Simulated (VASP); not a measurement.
# Fe (P6_3/mmc) in VASP: further runs

Runs on Fe. Level: r2SCAN. Tasks: single point.

All numbers are computed with VASP 6.6.1; they aren't measurements. Logs are shortened: lines on timing, memory, paths and dates and some standing lists are left out, and cuts for length are marked.

## 1. The cell of the first run

It takes space group P6_3/mmc (No. 194, hexagonal). Conventional cell: a = 2.533 Å, b = 2.533 Å, c = 4.388 Å, α = 90.00°, β = 90.00°, γ = 120.00°. Within 3.3 Å of Fe (site symmetry -6m2) lie 12 Fe at 2.53 to 2.64 Å.

## 2. Single point, r2SCAN, collinear spin, ferromagnetic start

File POSCAR:

```
Fe
1.0
    2.5326181136      0.0000000000      0.0000000000
   -1.2663090568      2.1933116245      0.0000000000
    0.0000000000      0.0000000000      4.3880556276
Fe
2
Direct
    0.3333333333      0.6666666667      0.2500000000
    0.6666666667      0.3333333333      0.7500000000
```

File INCAR.step1:

```
SYSTEM = Fe
ALGO = Normal
EDIFF = 1E-4
ENCUT = 520
GGA = PE
ISMEAR = 0
ISPIN = 2
LASPH = .TRUE.
LCHARG = .FALSE.
LMAXMIX = 4
LREAL = .FALSE.
LWAVE = .TRUE.
MAGMOM = 3.23 3.23
NBANDS = 19
NELM = 150
PREC = Accurate
SIGMA = 0.1
```

File INCAR.step2:

```
SYSTEM = Fe
ALGO = Normal
EDIFF = 1E-6
ENCUT = 520
ISIF = 2
ISMEAR = 0
ISPIN = 2
ISTART = 1
LASPH = .TRUE.
LCHARG = .FALSE.
LMAXMIX = 4
LMIXTAU = .TRUE.
LORBIT = 11
LREAL = .FALSE.
LWAVE = .FALSE.
MAGMOM = 3.23 3.23
METAGGA = R2SCAN
NBANDS = 19
NELM = 150
PREC = Accurate
SIGMA = 0.1
```

File KPOINTS:

```
k-points
0
G
  24 24 14
  0 0 0
```

Potentials or basis: VASP PAW PBE potentials, release 64 (Fe).

Launch:

```console
$ cat potpaw_PBE.64/Fe/POTCAR > POTCAR
$ cp INCAR.step1 INCAR
$ mpirun -np 1 vasp_std > vasp.out
$ cp INCAR.step2 INCAR
$ mpirun -np 1 vasp_std > vasp.out
```

OUTCAR:

```text
SYSTEM = Fe
   EDIFF = 1E-6
   ENCUT = 520
   ISIF = 2
   ISMEAR = 0
   ISPIN = 2
   ISTART = 1
   LASPH = .TRUE.
   LORBIT = 11
   LREAL = .FALSE.
   METAGGA = R2SCAN
   NELM = 150
   PREC = Accurate

 ion  position               nearest neighbor table
   1  0.333  0.667  0.250-   2 2.64   2 2.64   2 2.64   2 2.64   2 2.64   2 2.64
   2  0.667  0.333  0.750-   1 2.64   1 2.64   1 2.64   1 2.64   1 2.64   1 2.64

  LATTYP: Found a hexagonal cell.
 ALAT       =     2.5326181136
 C/A-ratio  =     1.7326163799

  Lattice vectors:

 A1 = (   2.5326181136,   0.0000000000,   0.0000000000)
 A2 = (  -1.2663090568,   2.1933116245,   0.0000000000)
 A3 = (   0.0000000000,   0.0000000000,   4.3880556276)

Analysis of symmetry for initial positions (statically):
=====================================================================
 Subroutine PRICEL returns:
 Original cell was already a primitive cell.

 Routine SETGRP: Setting up the symmetry group for a
 hexagonal supercell.

 Subroutine GETGRP returns: Found 24 space group operations
 (whereof 12 operations were pure point group operations)
 out of a pool of 24 trial point group operations.

The static configuration has the point symmetry D_3d.
 The point group associated with its full space group is D_6h.

Analysis of symmetry for dynamics (positions and initial velocities):
=====================================================================
 Subroutine PRICEL returns:
 Original cell was already a primitive cell.

 Routine SETGRP: Setting up the symmetry group for a
 hexagonal supercell.

 Subroutine GETGRP returns: Found 24 space group operations
 (whereof 12 operations were pure point group operations)
 out of a pool of 24 trial point group operations.

The dynamic configuration has the point symmetry D_3d.
 The point group associated with its full space group is D_6h.

Analysis of structural, dynamic, and magnetic symmetry:
=====================================================================
 Subroutine PRICEL returns:
 Original cell was already a primitive cell.

 Routine SETGRP: Setting up the symmetry group for a
 hexagonal supercell.

 Subroutine GETGRP returns: Found 24 space group operations
 (whereof 12 operations were pure point group operations)
 out of a pool of 24 trial point group operations.

The overall configuration has the point symmetry D_3d.
 The point group associated with its full space group is D_6h.

 Subroutine INISYM returns: Found 24 space group operations
 (whereof 12 operations are pure point group operations),
 and found     1 'primitive' translations

----------------------------------------------------------------------------------------

                                     Primitive cell
[... 112 lines left out ...]
  volume/ion in A,a.u.               =      12.19        82.24
  Fermi-wavevector in a.u.,A,eV,Ry     =   1.422768  2.688642 27.541850  2.024269
  Thomas-Fermi vector in A             =   2.543437
   LORBIT       =     11    0 simple, 1 ext, 2 COOP (PROOUT), +10 PAW based schemes
   METAGGA = R2SCAN    functional components
   LHFCALC =     F    Hartree Fock is set to
   AEXX    =    0.0000 exact exchange contribution
   IVDW    =     0    specifies the selected vdW correction
   LEPSILON=     F    determine dielectric tensor
   LRPA    =     F    only Hartree local field effects (RPA)
 spin polarized calculation
 Gauss-broadening in eV      SIGMA  =   0.10
  energy-cutoff  :      520.00
  volume of cell :       24.37
 maximum number of plane-waves:       681
 NGX is ok and might be reduce to    20

 number of electron      15.9999997 magnetization       5.5441030

 Free energy of the ion-electron system (eV)
  ---------------------------------------------------
  ext. energy  EPLUGINS =         0.00000000
  ---------------------------------------------------
  free energy    TOTEN  =       -28.39450783 eV

  energy without entropy =      -28.38360885  energy(sigma->0) =      -28.38905834

 E-fermi :   5.5996     XC(G=0): -13.7799

 val. band max:        5.5994703742   @ k =   0.4583   0.0833   0.0000
 cond. band min:       5.5996712527   @ k =   0.1250   0.0417   0.1429
 fundamental gap:      0.0002008785
 Fermi energy:         5.5996150323

 spin component 1

 k-point     1 :       0.0000    0.0000    0.0000
  band No.  band energies     occupation
      1      -3.2555      1.00000
      2       0.0738      1.00000
      3       2.1887      1.00000
      4       2.2904      1.00000
      5       2.2904      1.00000
      6       2.5153      1.00000
[... 517 lines left out ...]
     18      26.8843      0.00000
     19      27.7438      0.00000

 [... further k-points ...]

 spin component 2

 k-point     1 :       0.0000    0.0000    0.0000
  band No.  band energies     occupation
      1      -3.6450      1.00000
      2       1.4195      1.00000
      3       4.2049      1.00000
      4       4.9849      1.00000
      5       5.9178      0.00000
      6       5.9178      0.00000
[... 517 lines left out ...]
     18      26.8562      0.00000
     19      29.0734      0.00000

 [... further k-points ...]
[... 5 lines left out ...]
  --------------------------------------------------------------------------------------
  -------------------------------------------------------------------------------------
  Total       -0.0620093     -0.0620093     -0.0143496      0.0000000     -0.0000000      0.0000000
  in kB       -4.0759173     -4.0759173     -0.9432119      0.0000000     -0.0000000      0.0000000
  external PRESSURE =      -3.0316822 kB  Pullay stress =       0.0000000 kB

 VOLUME and BASIS-vectors are now :
 -----------------------------------------------------------------------------
  energy-cutoff  :      520.00
  volume of cell :       24.37
      direct lattice vectors                 reciprocal lattice vectors
     2.532618114  0.000000000  0.000000000     0.394848317  0.227965782  0.000000000
    -1.266309057  2.193311625  0.000000000     0.000000000  0.455931564  0.000000000
     0.000000000  0.000000000  4.388055628     0.000000000  0.000000000  0.227891368

 POSITION                                       TOTAL-FORCE (eV/Angst)
 -----------------------------------------------------------------------------------
     -0.00000      1.46221      1.09701         0.000000      0.000000      0.000000
      1.26631      0.73110      3.29104        -0.000000     -0.000000      0.000000
 -----------------------------------------------------------------------------------
    total drift:                               -0.000000     -0.000000     -0.000000

  FREE ENERGIE OF THE ION-ELECTRON SYSTEM (eV)
  ---------------------------------------------------
  free  energy   TOTEN  =       -28.3945078334 eV

  energy  without entropy=      -28.3836088517  energy(sigma->0) =      -28.38905834

 total charge

# of ion       s       p       d       tot
------------------------------------------
    1        0.479   0.518   6.150   7.147
    2        0.479   0.518   6.150   7.147
--------------------------------------------------
tot          0.958   1.036  12.300  14.294

 magnetization (x)

# of ion       s       p       d       tot
------------------------------------------
    1       -0.009  -0.076   2.901   2.815
    2       -0.009  -0.076   2.901   2.815
--------------------------------------------------
tot         -0.019  -0.153   5.802   5.631
```

OUTCAR.step1:

```text
SYSTEM = Fe
   EDIFF = 1E-4
   ENCUT = 520
   GGA = PE
   ISMEAR = 0
   ISPIN = 2
[... 1303 lines left out ...]
     -0.00000      1.46221      1.09701         0.000000     -0.000000      0.000000
      1.26631      0.73110      3.29104        -0.000000      0.000000      0.000000
 -----------------------------------------------------------------------------------
    total drift:                               -0.000000      0.000000     -0.000000

  FREE ENERGIE OF THE ION-ELECTRON SYSTEM (eV)
  ---------------------------------------------------
  free  energy   TOTEN  =       -16.0969837641 eV

  energy  without entropy=      -16.0840419594  energy(sigma->0) =      -16.09051286
```

OSZICAR.step1:

```text
N       E                     dE             d eps       ncg     rms          rms(c)
DAV:   1     0.789186744721E+02    0.78919E+02   -0.71551E+03 38000   0.106E+03
DAV:   2    -0.143384788829E+02   -0.93257E+02   -0.83369E+02 37388   0.201E+02
DAV:   3    -0.177101029265E+02   -0.33716E+01   -0.32358E+01 41346   0.493E+01
DAV:   4    -0.177375144026E+02   -0.27411E-01   -0.27397E-01 41493   0.416E+00
DAV:   5    -0.177378196322E+02   -0.30523E-03   -0.30522E-03 41580   0.406E-01    0.153E+01
DAV:   6    -0.162929560611E+02    0.14449E+01   -0.77642E+00 40483   0.553E+01    0.104E+01
DAV:   7    -0.161020340723E+02    0.19092E+00   -0.91048E-01 43395   0.167E+01    0.498E+00
DAV:   8    -0.161099162401E+02   -0.78822E-02   -0.37967E-02 48313   0.169E+00    0.245E+00
DAV:   9    -0.160932104185E+02    0.16706E-01   -0.71277E-03 50930   0.789E-01    0.837E-01
DAV:  10    -0.160969074692E+02   -0.36971E-02   -0.49500E-03 53459   0.842E-01    0.173E-01
DAV:  11    -0.160969837641E+02   -0.76295E-04   -0.22436E-04 38738   0.203E-01
   1 F= -.16096984E+02 E0= -.16090513E+02  d E =-.129418E-01  mag=     5.1456
```

Wall time 31 min (1 thread of Intel Xeon Platinum 8375C at 2.90GHz (Ice Lake), shared host); peak memory 0.41 GiB.

Results:

| Quantity | Value |
| --- | --- |
| Free energy | -28.3945 eV |
| Pressure | -0.3 GPa |
| Net moment | 5.54 μB per cell |
| Site moments | Fe +2.81 μB |
| Valence electrons inside the program's atomic spheres | Fe 7.15 |

Stress tensor (GPa, compression positive):
```
-0.41  0.00  0.00
 0.00 -0.41  0.00
 0.00  0.00 -0.09
```

Levels at points of the mesh, in eV from the Fermi level:
Spin up:
```
           k point  band 8  band 9  band 10  band 11  band 12  band 13  band 14  band 15
(0.00, 0.00, 0.00)   -2.64   -2.64    -1.82    -1.82    -1.01     4.79    22.09    22.25
(0.50, 0.00, 0.00)   -1.72   -1.33    -1.24     0.99     3.01     8.54     9.18    11.46
(0.00, 0.00, 0.50)   -3.33   -2.08    -2.08    -2.08    -2.08    12.46    12.46    22.73
(0.50, 0.00, 0.50)   -1.62   -1.28    -1.28     1.29     1.29     6.68     6.68    17.43
```
Spin down:
| k point | band 2 | band 3 | band 4 | band 5 | band 6 | band 7 | band 8 | band 9 |
| --- | --- | --- | --- | --- | --- | --- | --- | --- |
| (0.00, 0.00, 0.00) | -4.18 | -1.39 | -0.61 | 0.32 | 0.32 | 0.64 | 0.64 | 1.96 |
| (0.50, 0.00, 0.00) | -3.00 | -2.27 | -1.69 | -0.05 | 0.09 | 0.90 | 2.81 | 2.93 |
| (0.00, 0.00, 0.50) | -7.13 | -1.26 | -1.26 | 0.36 | 0.36 | 0.36 | 0.36 | 2.59 |
| (0.50, 0.00, 0.50) | -3.34 | -1.68 | -1.68 | 0.43 | 0.43 | 1.88 | 1.88 | 2.88 |

Caveat: the PAW data sets were made with another functional, which shifts forces and pressure a little.

## 3. Single point, r2SCAN

This run uses another cell than the first one: it holds 4 atoms, not 2.

File POSCAR:

```
Fe
1.0
    3.6675827858      0.0000000000      0.0000000000
   -1.8337913929      3.1762198630      0.0000000000
    0.0000000000      0.0000000000      4.2321003042
Fe
4
Direct
    0.0000000000      0.0000000000      0.2500000000
    0.0000000000      0.0000000000      0.7500000000
    0.3333333333      0.6666666667      0.7500000000
    0.6666666667      0.3333333333      0.2500000000
```

File INCAR.step1:

```
  ALGO = Normal
  EDIFF = 1E-4
  ENCUT = 520
  GGA = PE
  ISMEAR = 0
  LASPH = True
  LCHARG = False
  LREAL = False
  LWAVE = True
  NBANDS = 24
  NELM = 100
  PREC = Accurate
  SIGMA = 0.1
```

File INCAR.step2:

```
  ALGO = Normal
  EDIFF = 1E-7
  ENCUT = 520
  ISIF = 2
  ISMEAR = 0
  ISTART = 1
  LASPH = True
  LCHARG = True
  LELF = True
  LMIXTAU = True
  LREAL = False
  LVHAR = True
  LWAVE = False
  METAGGA = R2SCAN
  NBANDS = 24
  NELM = 100
  PREC = Accurate
  SIGMA = 0.1
```

File KPOINTS:

```
k-points
0
Gamma
  9 9 2
```

Potentials or basis: VASP PAW PBE potentials, release 64 (Fe).

Launch:

```console
$ cat potpaw_PBE.64/Fe/POTCAR > POTCAR
$ cp INCAR.step1 INCAR
$ mpirun -np 1 vasp_std > vasp.out
$ cp INCAR.step2 INCAR
$ mpirun -np 1 vasp_std > vasp.out
```

Run time: 2.7 min. Hardware: 1 thread of AMD EPYC 7R43 (Zen 3), shared host; peak memory 0.13 GiB.

The run converged. Its results:

```
Free energy            : -50.4419 eV
Pressure               : -0.4 GPa
Band gap on the k mesh : zero (band 16 reaches 5.67 eV, above the bottom of band 17 at 4.88 eV)
```

Stress tensor (GPa, compression positive):
```
-0.70  0.00  0.00
 0.00 -0.70  0.00
 0.00  0.00  0.07
```

Levels at points of the mesh, in eV from the Fermi level:
```
           k point  band 13  band 14  band 15  band 16  band 17  band 18  band 19  band 20
(0.00, 0.00, 0.00)    -1.53    -1.32    -1.32    -0.66    -0.23     0.30     0.30     0.58
(0.00, 0.00, 0.50)    -1.08    -1.08    -1.08    -1.08    -0.30    -0.30     0.00     0.00
```

Caveat: the k points lie up to 0.74 Å⁻¹ apart; the PAW data sets were made with another functional, which shifts forces and pressure a little; the run has no spin polarisation, though such a crystal can be magnetic. Spin polarisation is off, so any magnetic state and its effect on volume and gap are missing.
